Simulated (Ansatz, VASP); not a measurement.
## One calculation of LiCuAuO2, two programs

```
Au Cu O Li
1.0
     1.65357    0.95469    6.41882
    -1.65357    0.95469    6.41882
     0.00000   -1.90938    6.41882
Au Cu O Li
1 1 2 1
Cartesian
  0.0000 0.0000 19.0984
  0.0000 0.0000 9.9325
  0.0000 0.0000 1.9434
  0.0000 0.0000 17.0270
  0.0000 0.0000 14.5821
```

Alike in both runs: task single point; functional PBE; k mesh 8 × 8 × 8; occupations fermi-dirac, width 0.05 eV; no spin polarisation.

|  | VASP | Ansatz |
| --- | --- | --- |
| version | VASP 6.6.1 | Ansatz 0.2.0 |
| potentials or method | VASP PAW PBE potentials, release 64 (Au, Cu, O, Li_sv) | Ansatz PAW |
| plane-wave cutoff (eV) | 520 | 420 |
| valence electrons in the cell | 37 | 53 |

VASP gave:

```
gap on the k mesh at the Fermi level (eV) : none
rms of the force components (eV/Å)        : 0.121
```

Which values does Ansatz return?

gap on the k mesh at the Fermi level (eV): none; rms of the force components (eV/Å): 0.130.

Atom by atom the forces differ by 0.012 eV/Å (rms over components). A gap of «none» marks a metal or a gap that the smearing closes. VASP's potentials hold 37 valence electrons a cell and Ansatz's 53, so a difference there can come from the potentials and not from the codes.

Spin-orbit coupling is off throughout. Noted on VASP's run: the cutoff is under 1.25 times that of the potentials, so the pressure is a little rough.
